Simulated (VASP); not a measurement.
# Ti3Al (P-6m2) in VASP: a series of runs

The runs below take Ti3Al through single point, with PBEsol.

All numbers are computed with VASP 6.6.1; they aren't measurements. Logs are shortened: lines on timing, memory, paths and dates and some standing lists are left out, and cuts for length are marked.

### 1 The cell of the first run

The structure is hexagonal, space group P-6m2 (No. 187). Conventional cell: a = 2.922 Å, b = 2.922 Å, c = 8.975 Å, α = 90.00°, β = 90.00°, γ = 120.00°. Within 3.7 Å of Ti (site symmetry -6m2) lie 12 Ti at 2.84 to 2.92 Å. Within 3.7 Å of Ti (site symmetry 3m) lie 3 Al at 2.78 Å and 9 Ti at 2.84 to 2.92 Å. Within 3.7 Å of Al (site symmetry -6m2) lie 6 Ti at 2.78 Å and 6 Al at 2.92 Å.

### 2 Single point, PBEsol

Input file INCAR:

```
PREC = Accurate ; ENCUT = 520
EDIFF = 1E-6 ; ISMEAR = 0
SIGMA = 0.15 ; LREAL = False
LASPH = True ; NELM = 100
ALGO = Fast ; ISIF = 2
LWAVE = False ; LCHARG = True
GGA = PS ; LELF = True
LVHAR = True ; NBANDS = 28
```

Input file KPOINTS:

```
regular mesh
0
Gamma
  15 15 6
```

Input file POSCAR:

```
Ti3Al
1.0
    2.9216842402      0.0000000000      0.0000000000
   -1.4608421201      2.5302527739      0.0000000000
    0.0000000000      0.0000000000      8.9751218176
Ti Al
3 1
Direct
    0.6666666667      0.3333333333      0.0000000000
    0.3333333333      0.6666666667      0.7457017510
    0.3333333333      0.6666666667      0.2542982490
    0.6666666667      0.3333333333      0.5000000000
```

Potentials or basis: VASP PAW PBE potentials, release 64 (Ti_sv, Al).

The run is started by

```
> cat potpaw_PBE.64/Ti_sv/POTCAR potpaw_PBE.64/Al/POTCAR > POTCAR
> mpirun -np 1 vasp_std > vasp.out
```

OUTCAR:

```text
PREC = Accurate
   ENCUT = 520
   EDIFF = 1E-6
   ISMEAR = 0
   LREAL = False
   LASPH = True
   NELM = 100
   ISIF = 2
   GGA = PS

 ion  position               nearest neighbor table
   1  0.667  0.333  0.000-   2 2.84   3 2.84   2 2.84   3 2.84   2 2.84   3 2.84
   2  0.333  0.667  0.746-   4 2.78   4 2.78   4 2.78   1 2.84   1 2.84   1 2.84
   3  0.333  0.667  0.254-   4 2.78   4 2.78   4 2.78   1 2.84   1 2.84   1 2.84
   4  0.667  0.333  0.500-   2 2.78   3 2.78   2 2.78   3 2.78   2 2.78   3 2.78

  LATTYP: Found a hexagonal cell.
 ALAT       =     2.9216842402
 C/A-ratio  =     3.0719000000

  Lattice vectors:

 A1 = (   2.9216842402,   0.0000000000,   0.0000000000)
 A2 = (  -1.4608421201,   2.5302527739,   0.0000000000)
 A3 = (   0.0000000000,   0.0000000000,   8.9751218176)

Analysis of symmetry for initial positions (statically):
=====================================================================
 Subroutine PRICEL returns:
 Original cell was already a primitive cell.

 Routine SETGRP: Setting up the symmetry group for a
 hexagonal supercell.

 Subroutine GETGRP returns: Found 12 space group operations
 (whereof 12 operations were pure point group operations)
 out of a pool of 24 trial point group operations.

The static configuration has the point symmetry D_3h.

Analysis of symmetry for dynamics (positions and initial velocities):
=====================================================================
 Subroutine PRICEL returns:
 Original cell was already a primitive cell.

 Routine SETGRP: Setting up the symmetry group for a
 hexagonal supercell.

 Subroutine GETGRP returns: Found 12 space group operations
 (whereof 12 operations were pure point group operations)
 out of a pool of 24 trial point group operations.

The dynamic configuration has the point symmetry D_3h.

 Subroutine INISYM returns: Found 12 space group operations
 (whereof 12 operations are pure point group operations),
 and found     1 'primitive' translations

----------------------------------------------------------------------------------------

                                     Primitive cell

  volume of cell :      66.3495

  direct lattice vectors                    reciprocal lattice vectors
     2.921684240  0.000000000  0.000000000     0.342268335  0.197608715  0.000000000
    -1.460842120  2.530252774  0.000000000     0.000000000  0.395217431  0.000000000
     0.000000000  0.000000000  8.975121818     0.000000000  0.000000000  0.111419101

  length of vectors
     2.921684240  2.921684240  8.975121818     0.395217431  0.395217431  0.111419101

  position of ions in fractional coordinates (direct lattice)
     0.666666667  0.333333333  0.000000000
     0.333333333  0.666666667  0.745701751
     0.333333333  0.666666667  0.254298249
     0.666666667  0.333333333  0.500000000

  ion indices of the primitive-cell ions
   primitive index   ion index
                 1           1
                 2           2
                 3           3
                 4           4

----------------------------------------------------------------------------------------

 KPOINTS: regular mesh

Automatic generation of k-mesh.
 Grid dimensions read from file:
 generate k-points for:   15   15    6

 Generating k-lattice:

  Cartesian coordinates                     Fractional coordinates (reciprocal lattice)
     0.022817889  0.013173914  0.000000000     0.066666667 -0.000000000  0.000000000
     0.000000000  0.026347829  0.000000000     0.000000000  0.066666667  0.000000000
     0.000000000  0.000000000  0.018569850     0.000000000  0.000000000  0.166666667

  Length of vectors
     0.026347829  0.026347829  0.018569850

  Shift w.r.t. Gamma in fractional coordinates (k-lattice)
     0.000000000  0.000000000  0.000000000

 Subroutine IBZKPT returns following result:
 ===========================================

 Found    108 irreducible k-points:

 Following reciprocal coordinates:
            Coordinates               Weight
  0.000000  0.000000  0.000000      1.000000
  0.066667  0.000000  0.000000      6.000000
  0.133333 -0.000000  0.000000      6.000000
  0.200000  0.000000  0.000000      6.000000
  0.266667 -0.000000  0.000000      6.000000
  0.333333  0.000000  0.000000      6.000000
[... 16 lines left out ...]
  0.333333  0.200000  0.000000     12.000000
  0.400000  0.200000  0.000000      6.000000
 [... further k-points ...]
   k-points           NKPTS =    108   k-points in BZ     NKDIM =    108   number of bands    NBANDS=     28
   number of dos      NEDOS =    301   number of ions     NIONS =      4
   total plane-waves  NPLWV =  40320
   dimension x,y,z NGX =    24 NGY =   24 NGZ =   70
   dimension x,y,z NGXF=    48 NGYF=   48 NGZF=  140
   ions per type =               3   1
   NGX,Y,Z   is equivalent  to a cutoff of  13.66, 13.66, 12.97 a.u.
   NGXF,Y,Z  is equivalent  to a cutoff of  27.31, 27.31, 25.93 a.u.
 SYSTEM =  unknown system
   PREC   = accura    normal or accurate (medium, high low for compatibility)
   ISTART =      0    job   : 0-new  1-cont  2-samecut
   ICHARG =      2    charge: 1-file 2-atom 10-const
   ISPIN  =      1    spin polarized calculation?
   LNONCOLLINEAR =      F non collinear calculations
   LSORBIT =      F    spin-orbit coupling
   LASPH  =      T    aspherical Exc in radial PAW
   ENCUT  =  520.0 eV  38.22 Ry    6.18 a.u.   5.43  5.43 16.69*2*pi/ulx,y,z
   NELM   =    100;   NELMIN=  2; NELMDL= -5     # of ELM steps
   EDIFF  = 0.1E-05   stopping-criterion for ELM
   LREAL  =      F    real-space projection
   EDIFFG = 0.1E-04   stopping-criterion for IOM
   NSW    =      0    number of steps for IOM
   IBRION =     -1    ionic relax: 0-MD 1-quasi-New 2-CG
   NFREE  =      0    steps in history (QN), initial steepest desc. (CG)
   ISIF   =      2    stress and relaxation
   ISYM   =      2    0-nonsym 1-usesym 2-fastsym
   POTIM  = 0.5000    time-step for ionic-motion
   TEBEG  =    0.0;   TEEND  =   0.0 temperature during run
   PSTRESS=    0.0 pullay stress
   NELECT =      39.0000    total number of electrons
   NUPDOWN=      -1.0000    fix difference up-down
   EMIN   =  10.00;   EMAX   =-10.00  energy-range for DOS
   EFERMI =   0.00;   METHOD = LEGACY
   ISMEAR =     0;   SIGMA  =   0.15  broadening in eV -4-tet -1-fermi 0-gaus
   EFERMI_NEDOS =   21; number of points for ismear=-14 and -15
   IALGO  =     68    algorithm
   IMIX   =      4    mixing-type and parameters
     AMIX     =   0.40;   BMIX     =  1.00
     AMIX_MAG =   1.60;   BMIX_MAG =  1.00
  volume/ion in A,a.u.               =      16.59       111.94
  Fermi-wavevector in a.u.,A,eV,Ry     =   1.371357  2.591489 25.587388  1.880620
  Thomas-Fermi vector in A             =   2.497061
   LORBIT       =      0    0 simple, 1 ext, 2 COOP (PROOUT), +10 PAW based schemes
   GGA     = PS    functional components
   LHFCALC =     F    Hartree Fock is set to
   AEXX    =    0.0000 exact exchange contribution
   IVDW    =     0    specifies the selected vdW correction
   LEPSILON=     F    determine dielectric tensor
   LRPA    =     F    only Hartree local field effects (RPA)
 non-spin polarized calculation
 RMM-DIIS sequential band-by-band and
 Gauss-broadening in eV      SIGMA  =   0.15
  energy-cutoff  :      520.00
  volume of cell :       66.35
 maximum number of plane-waves:      1834
 NGX is ok and might be reduce to    24
   NGX = 11   NGY = 11   NGZ = 33

 number of electron      38.9999991 magnetization

 Free energy of the ion-electron system (eV)
  ---------------------------------------------------
  ext. energy  EPLUGINS =         0.00000000
  ---------------------------------------------------
  free energy    TOTEN  =       -29.59673898 eV

  energy without entropy =      -29.55418658  energy(sigma->0) =      -29.57546278

 E-fermi :   8.1696     XC(G=0): -11.4581

 val. band max:        8.1684115880   @ k =   0.3333   0.2000   0.1667
 cond. band min:       8.1765792994   @ k =   0.1333   0.0667   0.0000
 fundamental gap:      0.0081677113
 Fermi energy:         8.1696267853

 k-point     1 :       0.0000    0.0000    0.0000
  band No.  band energies     occupation
      1     -48.2754      2.00000
      2     -48.1890      2.00000
      3     -48.1500      2.00000
      4     -24.9095      2.00000
      5     -24.6178      2.00000
      6     -24.3370      2.00000
[... 20 lines left out ...]
     27      10.2876      0.00000
     28      10.9125      0.00000

 k-point     2 :       0.0667    0.0000    0.0000
  band No.  band energies     occupation
      1     -48.2711      2.00000
      2     -48.1857      2.00000
      3     -48.1477      2.00000
      4     -24.9017      2.00000
      5     -24.6186      2.00000
      6     -24.3467      2.00000
[... 20 lines left out ...]
     27      10.2471      0.00000
     28      10.8876      0.00000

 k-point     3 :       0.1333   -0.0000    0.0000
  band No.  band energies     occupation
      1     -48.2586      2.00000
      2     -48.1762      2.00000
      3     -48.1413      2.00000
      4     -24.8798      2.00000
      5     -24.6245      2.00000
      6     -24.3831      2.00000
[... 20 lines left out ...]
     27      10.1711      0.00000
     28      10.8452      0.00000

 k-point     4 :       0.2000    0.0000    0.0000
  band No.  band energies     occupation
      1     -48.2399      2.00000
      2     -48.1622      2.00000
      3     -48.1321      2.00000
      4     -24.8478      2.00000
      5     -24.6470      2.00000
      6     -24.4512      2.00000
[... 20 lines left out ...]
     27      10.1992      0.00000
     28      10.8342      0.00000

 k-point     5 :       0.2667   -0.0000    0.0000
  band No.  band energies     occupation
      1     -48.2177      2.00000
      2     -48.1461      2.00000
      3     -48.1222      2.00000
      4     -24.8149      2.00000
      5     -24.6995      2.00000
      6     -24.5304      2.00000
[... 20 lines left out ...]
     27      10.5403      0.00000
     28      10.9891      0.00000

 k-point     6 :       0.3333    0.0000    0.0000
  band No.  band energies     occupation
      1     -48.1956      2.00000
      2     -48.1306      2.00000
      3     -48.1135      2.00000
      4     -24.7996      2.00000
      5     -24.7715      2.00000
      6     -24.6065      2.00000
[... 463 lines left out ...]
      5     -24.7476      2.00000
      6     -24.6052      2.00000
[... 20 lines left out ...]
     27      11.0302      0.00000
     28      11.2674      0.00000

 k-point    22 :       0.2667    0.2000    0.0000
  band No.  band energies     occupation
      1     -48.1727      2.00000
      2     -48.1154      2.00000
      3     -48.1061      2.00000
      4     -24.7840      2.00000
      5     -24.7784      2.00000
      6     -24.6512      2.00000
[... 20 lines left out ...]
     27      11.0754      0.00000
     28      11.4272      0.00000

 k-point    23 :       0.3333    0.2000    0.0000
  band No.  band energies     occupation
      1     -48.1602      2.00000
      2     -48.1077      2.00000
      3     -48.1031      2.00000
      4     -24.8105      2.00000
      5     -24.7826      2.00000
      6     -24.6742      2.00000
[... 20 lines left out ...]
     27      11.1206      0.00000
     28      11.5467      0.00000

 k-point    24 :       0.4000    0.2000    0.0000
  band No.  band energies     occupation
      1     -48.1555      2.00000
      2     -48.1049      2.00000
      3     -48.1023      2.00000
      4     -24.8203      2.00000
      5     -24.7854      2.00000
      6     -24.6798      2.00000
[... 20 lines left out ...]
     27      11.1473      0.00000
     28      11.6975      0.00000

 [... further k-points ...]

------------------------ aborting loop because EDIFF is reached ----------------------------------------

  FORCE on cell =-STRESS in cart. coord.  units (eV):
  Direction    XX          YY          ZZ          XY          YZ          ZX
  --------------------------------------------------------------------------------------
  -------------------------------------------------------------------------------------
  Total       -0.6206245     -0.6206245      1.5442599      0.0000000      0.0000000     -0.0000000
  in kB      -14.9865589    -14.9865589     37.2900909      0.0000000      0.0000000     -0.0000000
  external PRESSURE =       2.4389910 kB  Pullay stress =       0.0000000 kB

 VOLUME and BASIS-vectors are now :
 -----------------------------------------------------------------------------
  energy-cutoff  :      520.00
  volume of cell :       66.35
      direct lattice vectors                 reciprocal lattice vectors
     2.921684240  0.000000000  0.000000000     0.342268335  0.197608715  0.000000000
    -1.460842120  2.530252774  0.000000000     0.000000000  0.395217431  0.000000000
     0.000000000  0.000000000  8.975121818     0.000000000  0.000000000  0.111419101

 POSITION                                       TOTAL-FORCE (eV/Angst)
 -----------------------------------------------------------------------------------
      1.46084      0.84342      0.00000        -0.000000     -0.000000      0.000000
     -0.00000      1.68684      6.69276         0.000000     -0.000000      0.504855
     -0.00000      1.68684      2.28236         0.000000      0.000000     -0.504855
      1.46084      0.84342      4.48756         0.000000     -0.000000      0.000000
 -----------------------------------------------------------------------------------
    total drift:                                0.000000     -0.000000     -0.000000

  FREE ENERGIE OF THE ION-ELECTRON SYSTEM (eV)
  ---------------------------------------------------
  free  energy   TOTEN  =       -29.5967389841 eV

  energy  without entropy=      -29.5541865832  energy(sigma->0) =      -29.57546278
```

Wall time 8.1 min (1 thread of Intel Xeon Platinum 8488C (Sapphire Rapids), shared host); peak memory 0.31 GiB.

What came out:

| Item | Value |
| --- | --- |
| Free energy | -29.5967 eV |
| Pressure | 0.2 GPa |
| Largest force | 0.505 eV/Å |
| Band gap on the k mesh | zero (an odd number of electrons rules out a gap without spin polarisation) |

Forces on the atoms (eV/Å):
```
Ti   0.000  0.000  0.000
Ti   0.000  0.000  0.505
Ti   0.000  0.000 -0.505
Al   0.000  0.000  0.000
```

Stress tensor (GPa, compression positive):
```
-1.50  0.00  0.00
 0.00 -1.50  0.00
 0.00  0.00  3.73
```

Levels at points of the mesh, in eV from the Fermi level:
| k point | band 17 | band 18 | band 19 | band 20 | band 21 | band 22 | band 23 | band 24 |
| --- | --- | --- | --- | --- | --- | --- | --- | --- |
| (0.00, 0.00, 0.00) | -0.41 | 0.57 | 0.79 | 0.84 | 0.84 | 0.94 | 0.94 | 1.26 |
| (0.00, 0.00, 0.50) | -0.73 | 0.51 | 0.84 | 0.84 | 0.85 | 0.93 | 0.93 | 1.28 |

Caveat: the stress differs along the axes, from -1 to 4 GPa; the PAW data sets were made with another functional, which shifts forces and pressure a little.

(Part 1 of 3 ends here.)

The gap in the log of VASP goes by the Fermi energy; the results here count the filled bands.